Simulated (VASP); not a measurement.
# HfO2 (Fm-3m) in VASP: a series of runs

HfO2 is run at these levels: PBE; tasks: single point.

Program: VASP 6.6.1. These are calculated values, not measurements. Logs are shortened: lines on timing, memory, paths and dates and some standing lists are left out, and cuts for length are marked.

### 1 The cell of the first run

The structure is cubic, space group Fm-3m (No. 225). Conventional cell: a = 4.940 Å, b = 4.940 Å, c = 4.940 Å, α = 90.00°, β = 90.00°, γ = 90.00°. Within 2.8 Å of Hf (site symmetry m-3m) lie 8 O at 2.14 Å. O (site symmetry -43m) has 4 Hf at 2.14 Å and 6 O at 2.47 Å within 2.8 Å.

### 2 Single point, PBE (volume scaled by 0.91)

INCAR reads:

```
ALGO = Normal
EDIFF = 1E-7
ENCUT = 520
GGA = PE
ISIF = 2
ISMEAR = 0
LASPH = T
LCHARG = F
LREAL = F
LWAVE = F
NBANDS = 18
NELM = 80
PREC = Accurate
SIGMA = 0.02
```

KPOINTS reads:

```
k-points
0
Gamma
  8 8 8
```

POSCAR reads:

```
HfO2
1.0
    0.0000000000      2.4699497730      2.4699497730
    2.4699497730      0.0000000000      2.4699497730
    2.4699497730      2.4699497730      0.0000000000
Hf O
1 2
Direct
    0.0000000000      0.0000000000      0.0000000000
    0.7500000000      0.7500000000      0.7500000000
    0.2500000000      0.2500000000      0.2500000000
```

Potentials or basis: VASP PAW PBE potentials, release 64 (Hf_pv, O).

Command:

```console
cat potpaw_PBE.64/Hf_pv/POTCAR potpaw_PBE.64/O/POTCAR > POTCAR
mpirun -np 1 vasp_std > vasp.out
```

OUTCAR:

```text
EDIFF = 1E-7
   ENCUT = 520
   GGA = PE
   ISIF = 2
   ISMEAR = 0
   LASPH = T
   LREAL = F
   NELM = 80
   PREC = Accurate

 ion  position               nearest neighbor table
   1  0.000  0.000  0.000-   2 2.14   3 2.14   2 2.14   2 2.14   2 2.14   3 2.14   3 2.14   3 2.14

   2  0.750  0.750  0.750-   1 2.14   1 2.14   1 2.14   1 2.14
   3  0.250  0.250  0.250-   1 2.14   1 2.14   1 2.14   1 2.14

  LATTYP: Found a face centered cubic cell.
 ALAT       =     4.9398995460

  Lattice vectors:

 A1 = (   0.0000000000,   2.4699497730,   2.4699497730)
 A2 = (   2.4699497730,   0.0000000000,   2.4699497730)
 A3 = (   2.4699497730,   2.4699497730,   0.0000000000)

Analysis of symmetry for initial positions (statically):
=====================================================================
 Subroutine PRICEL returns:
 Original cell was already a primitive cell.

 Routine SETGRP: Setting up the symmetry group for a
 face centered cubic supercell.

 Subroutine GETGRP returns: Found 48 space group operations
 (whereof 48 operations were pure point group operations)
 out of a pool of 48 trial point group operations.

The static configuration has the point symmetry O_h .

Analysis of symmetry for dynamics (positions and initial velocities):
=====================================================================
 Subroutine PRICEL returns:
 Original cell was already a primitive cell.

 Routine SETGRP: Setting up the symmetry group for a
 face centered cubic supercell.

 Subroutine GETGRP returns: Found 48 space group operations
 (whereof 48 operations were pure point group operations)
 out of a pool of 48 trial point group operations.

The dynamic configuration has the point symmetry O_h .

 Subroutine INISYM returns: Found 48 space group operations
 (whereof 48 operations are pure point group operations),
 and found     1 'primitive' translations

----------------------------------------------------------------------------------------

                                     Primitive cell

  volume of cell :      30.1366

  direct lattice vectors                    reciprocal lattice vectors
     0.000000000  2.469949773  2.469949773    -0.202433266  0.202433266  0.202433266
     2.469949773  0.000000000  2.469949773     0.202433266 -0.202433266  0.202433266
     2.469949773  2.469949773  0.000000000     0.202433266  0.202433266 -0.202433266

  length of vectors
     3.493036467  3.493036467  3.493036467     0.350624702  0.350624702  0.350624702

  position of ions in fractional coordinates (direct lattice)
     0.000000000  0.000000000  0.000000000
     0.750000000  0.750000000  0.750000000
     0.250000000  0.250000000  0.250000000

  ion indices of the primitive-cell ions
   primitive index   ion index
                 1           1
                 2           2
                 3           3

----------------------------------------------------------------------------------------

 KPOINTS: k-points

Automatic generation of k-mesh.
 Grid dimensions read from file:
 generate k-points for:    8    8    8

 Generating k-lattice:

  Cartesian coordinates                     Fractional coordinates (reciprocal lattice)
    -0.025304158  0.025304158  0.025304158     0.125000000  0.000000000  0.000000000
     0.025304158 -0.025304158  0.025304158     0.000000000  0.125000000  0.000000000
     0.025304158  0.025304158 -0.025304158     0.000000000  0.000000000  0.125000000

  Length of vectors
     0.043828088  0.043828088  0.043828088

  Shift w.r.t. Gamma in fractional coordinates (k-lattice)
     0.000000000  0.000000000  0.000000000

 Subroutine IBZKPT returns following result:
 ===========================================

 Found     29 irreducible k-points:

 Following reciprocal coordinates:
            Coordinates               Weight
  0.000000  0.000000  0.000000      1.000000
  0.125000  0.000000  0.000000      8.000000
  0.250000  0.000000  0.000000      8.000000
  0.375000  0.000000  0.000000      8.000000
  0.500000  0.000000  0.000000      4.000000
  0.125000  0.125000  0.000000      6.000000
[... 16 lines left out ...]
  0.500000  0.250000  0.125000     48.000000
 -0.375000  0.250000  0.125000     24.000000
 [... further k-points ...]
   k-points           NKPTS =     29   k-points in BZ     NKDIM =     29   number of bands    NBANDS=     18
   number of dos      NEDOS =    301   number of ions     NIONS =      3
   total plane-waves  NPLWV =  21952
   dimension x,y,z NGX =    28 NGY =   28 NGZ =   28
   dimension x,y,z NGXF=    56 NGYF=   56 NGZF=   56
   ions per type =               1   2
   NGX,Y,Z   is equivalent  to a cutoff of  13.33, 13.33, 13.33 a.u.
   NGXF,Y,Z  is equivalent  to a cutoff of  26.65, 26.65, 26.65 a.u.
 SYSTEM =  unknown system
   PREC   = accura    normal or accurate (medium, high low for compatibility)
   ISTART =      0    job   : 0-new  1-cont  2-samecut
   ICHARG =      2    charge: 1-file 2-atom 10-const
   ISPIN  =      1    spin polarized calculation?
   LNONCOLLINEAR =      F non collinear calculations
   LSORBIT =      F    spin-orbit coupling
   LASPH  =      T    aspherical Exc in radial PAW
   ENCUT  =  520.0 eV  38.22 Ry    6.18 a.u.   6.49  6.49  6.49*2*pi/ulx,y,z
   NELM   =     80;   NELMIN=  2; NELMDL= -5     # of ELM steps
   EDIFF  = 0.1E-06   stopping-criterion for ELM
   LREAL  =      F    real-space projection
   EDIFFG = 0.1E-05   stopping-criterion for IOM
   NSW    =      0    number of steps for IOM
   IBRION =     -1    ionic relax: 0-MD 1-quasi-New 2-CG
   NFREE  =      0    steps in history (QN), initial steepest desc. (CG)
   ISIF   =      2    stress and relaxation
   ISYM   =      2    0-nonsym 1-usesym 2-fastsym
   POTIM  = 0.5000    time-step for ionic-motion
   TEBEG  =    0.0;   TEEND  =   0.0 temperature during run
   PSTRESS=    0.0 pullay stress
   NELECT =      22.0000    total number of electrons
   NUPDOWN=      -1.0000    fix difference up-down
   EMIN   =  10.00;   EMAX   =-10.00  energy-range for DOS
   EFERMI =   0.00;   METHOD = LEGACY
   ISMEAR =     0;   SIGMA  =   0.02  broadening in eV -4-tet -1-fermi 0-gaus
   EFERMI_NEDOS =   21; number of points for ismear=-14 and -15
   IALGO  =     38    algorithm
   IMIX   =      4    mixing-type and parameters
     AMIX     =   0.40;   BMIX     =  1.00
     AMIX_MAG =   1.60;   BMIX_MAG =  1.00
  volume/ion in A,a.u.               =      10.05        67.79
  Fermi-wavevector in a.u.,A,eV,Ry     =   1.474068  2.785585 29.563791  2.172877
  Thomas-Fermi vector in A             =   2.588885
   LORBIT       =      0    0 simple, 1 ext, 2 COOP (PROOUT), +10 PAW based schemes
   GGA     = PE    functional components
   LHFCALC =     F    Hartree Fock is set to
   AEXX    =    0.0000 exact exchange contribution
   IVDW    =     0    specifies the selected vdW correction
   LEPSILON=     F    determine dielectric tensor
   LRPA    =     F    only Hartree local field effects (RPA)
 non-spin polarized calculation
 Gauss-broadening in eV      SIGMA  =   0.02
  energy-cutoff  :      520.00
  volume of cell :       30.14
 maximum number of plane-waves:       869
 NGX is ok and might be reduce to    28
   NGX = 13   NGY = 13   NGZ = 13

 number of electron      22.0000010 magnetization

 Free energy of the ion-electron system (eV)
  ---------------------------------------------------
  ext. energy  EPLUGINS =         0.00000000
  ---------------------------------------------------
  free energy    TOTEN  =       -30.07233443 eV

  energy without entropy =      -30.07233443  energy(sigma->0) =      -30.07233443

 E-fermi :   5.0760     XC(G=0): -12.2619

 val. band max:        4.9688149322   @ k =   0.5000   0.5000   0.0000
 cond. band min:       8.9802087833   @ k =   0.5000   0.5000   0.0000
 fundamental gap:      4.0113938511
 Fermi energy:         5.0759879947

 k-point     1 :       0.0000    0.0000    0.0000
  band No.  band energies     occupation
      1     -24.3646      2.00000
      2     -24.3646      2.00000
      3     -24.3646      2.00000
      4     -14.2658      2.00000
      5     -10.8289      2.00000
      6      -0.8733      2.00000
[... 10 lines left out ...]
     17      16.4112      0.00000
     18      18.9214      0.00000

 k-point     2 :       0.1250    0.0000    0.0000
  band No.  band energies     occupation
      1     -24.4641      2.00000
      2     -24.3749      2.00000
      3     -24.3749      2.00000
      4     -14.0112      2.00000
      5     -11.0337      2.00000
      6      -0.7071      2.00000
[... 10 lines left out ...]
     17      16.0938      0.00000
     18      18.9078      0.00000

 k-point     3 :       0.2500    0.0000    0.0000
  band No.  band energies     occupation
      1     -24.6909      2.00000
      2     -24.3997      2.00000
      3     -24.3997      2.00000
      4     -13.4297      2.00000
      5     -11.4183      2.00000
      6      -0.3004      2.00000
[... 10 lines left out ...]
     17      15.5420      0.00000
     18      18.4849      0.00000

 k-point     4 :       0.3750    0.0000    0.0000
  band No.  band energies     occupation
      1     -24.9016      2.00000
      2     -24.4243      2.00000
      3     -24.4243      2.00000
      4     -12.9979      2.00000
      5     -11.5518      2.00000
      6       0.0930      2.00000
[... 375 lines left out ...]
      4     -12.9107      2.00000
      5     -11.7257      2.00000
      6      -0.2560      2.00000
[... 10 lines left out ...]
     17      15.6491      0.00000
     18      18.8626      0.00000

 k-point    23 :       0.5000    0.2500    0.1250
  band No.  band energies     occupation
      1     -24.8613      2.00000
      2     -24.5830      2.00000
      3     -24.4598      2.00000
      4     -12.5018      2.00000
      5     -11.8330      2.00000
      6      -0.2530      2.00000
[... 10 lines left out ...]
     17      16.4287      0.00000
     18      18.8431      0.00000

 k-point    24 :      -0.3750    0.2500    0.1250
  band No.  band energies     occupation
      1     -24.9006      2.00000
      2     -24.6154      2.00000
      3     -24.4738      2.00000
      4     -12.4549      2.00000
      5     -11.7323      2.00000
      6      -0.2507      2.00000
[... 10 lines left out ...]
     17      16.4766      0.00000
     18      18.8518      0.00000

 [... further k-points ...]
[... 5 lines left out ...]
  --------------------------------------------------------------------------------------
  -------------------------------------------------------------------------------------
  Total        4.4641290      4.4641290      4.4641290      0.0000000      0.0000000     -0.0000000
  in kB      237.3301718    237.3301718    237.3301718      0.0000000      0.0000000     -0.0000000
  external PRESSURE =     237.3301718 kB  Pullay stress =       0.0000000 kB

 VOLUME and BASIS-vectors are now :
 -----------------------------------------------------------------------------
  energy-cutoff  :      520.00
  volume of cell :       30.14
      direct lattice vectors                 reciprocal lattice vectors
     0.000000000  2.469949773  2.469949773    -0.202433266  0.202433266  0.202433266
     2.469949773  0.000000000  2.469949773     0.202433266 -0.202433266  0.202433266
     2.469949773  2.469949773  0.000000000     0.202433266  0.202433266 -0.202433266

 POSITION                                       TOTAL-FORCE (eV/Angst)
 -----------------------------------------------------------------------------------
      0.00000      0.00000      0.00000         0.000000     -0.000000     -0.000000
      3.70492      3.70492      3.70492        -0.000000      0.000000      0.000000
      1.23497      1.23497      1.23497         0.000000     -0.000000     -0.000000
 -----------------------------------------------------------------------------------
    total drift:                                0.000000      0.000000      0.000000

  FREE ENERGIE OF THE ION-ELECTRON SYSTEM (eV)
  ---------------------------------------------------
  free  energy   TOTEN  =       -30.0723344346 eV

  energy  without entropy=      -30.0723344346  energy(sigma->0) =      -30.07233443
```

Wall time 32 s (1 thread of AMD EPYC 7R43 (Zen 3), shared host); peak memory 0.13 GiB.

Results:

* Free energy: -30.0723 eV
* Pressure: 23.7 GPa
* Band gap on the k mesh: 4.01 eV, direct

Caveat: spin-orbit coupling is left out, which moves the levels of the heavy elements. A k mesh can miss the band edges.

### 3 Single point, PBE (volume scaled by 0.88)

INCAR reads:

```
ALGO = Normal
EDIFF = 1E-6
ENCUT = 520
GGA = PE
ISIF = 2
ISMEAR = 0
LASPH = T
LCHARG = T
LELF = T
LREAL = F
LVHAR = T
LWAVE = F
NBANDS = 18
NELM = 80
PREC = Accurate
SIGMA = 0.02
```

KPOINTS is that of step 2.

POSCAR reads:

```
HfO2
1.0
    0.0000000000      2.4425036149      2.4425036149
    2.4425036149      0.0000000000      2.4425036149
    2.4425036149      2.4425036149      0.0000000000
Hf O
1 2
Direct
    0.0000000000      0.0000000000      0.0000000000
    0.7500000000      0.7500000000      0.7500000000
    0.2500000000      0.2500000000      0.2500000000
```

Potentials or basis: VASP PAW PBE potentials, release 64 (Hf_pv, O).

Command:

```console
cat potpaw_PBE.64/Hf_pv/POTCAR potpaw_PBE.64/O/POTCAR > POTCAR
mpirun -np 1 vasp_std > vasp.out
```

Wall time 28 s (1 thread of AMD EPYC 7R43 (Zen 3), shared host); peak memory 0.13 GiB.

It converged, with:

```yaml
Free_energy: -29.8857 eV
Pressure: 36.3 GPa
Band_gap_on_the_k_mesh: 4.10 eV, direct
```

Levels at points of the mesh, in eV from the valence-band top:
| k point | band 9 | band 10 | band 11 | band 12 | band 13 | band 14 |
| --- | --- | --- | --- | --- | --- | --- |
| (0.00, 0.00, 0.00) | -0.66 | -0.66 | -0.66 | 4.13 | 4.13 | 6.74 |
| (0.50, 0.00, 0.00) | -2.98 | -1.95 | -1.95 | 5.02 | 5.02 | 8.10 |
| (0.50, 0.50, 0.00) | -1.73 | -1.73 | 0.00 | 4.10 | 6.11 | 7.72 |

Caveat: spin-orbit coupling is left out, which moves the levels of the heavy elements. A k mesh can miss the band edges.

(Continued in part 2 of 2.)
